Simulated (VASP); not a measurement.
A run of VASP 6.6.1:

Contents of INCAR:

```
PREC = Accurate
ENCUT = 520
EDIFF = 1E-6
ISMEAR = 0
SIGMA = 0.15
LREAL = F
LASPH = T
NELM = 80
ALGO = Normal
ISIF = 2
LWAVE = F
LCHARG = F
GGA = PE
NBANDS = 24
```

KPOINTS

```
regular mesh
0
Gamma
  14 14 10
```

File POSCAR:

```
TaN
1.0
    0.0000000000     -2.2081122572     -2.2081122572
    0.0000000000      2.2081122572     -2.2081122572
    4.4162245144      0.0000000000      0.0000000000
Ta N
2 2
Direct
    0.5485495360      0.4514504640     -0.0273545735
   -0.0485495360      0.0485495360      0.5273545735
    0.4458813746      0.5541186254      0.4381824907
    0.0541186254     -0.0541186254      0.0618175093
```

Potentials or basis: VASP PAW PBE potentials, release 64 (Ta_pv, N).

Run with:

```bash
$ cat potpaw_PBE.64/Ta_pv/POTCAR potpaw_PBE.64/N/POTCAR > POTCAR
$ mpirun -np 1 vasp_std > vasp.out
```

Hardware: 1 thread of Intel(R) Xeon(R) 6975P-C (Granite Rapids) (shared host).

Question: Estimate the wall time of this run.

Answer: Run time: 2.2 min on 1 thread of Intel(R) Xeon(R) 6975P-C (Granite Rapids) (shared host), peak memory 0.53 GiB. Counts: scf iterations 13, k points 534.
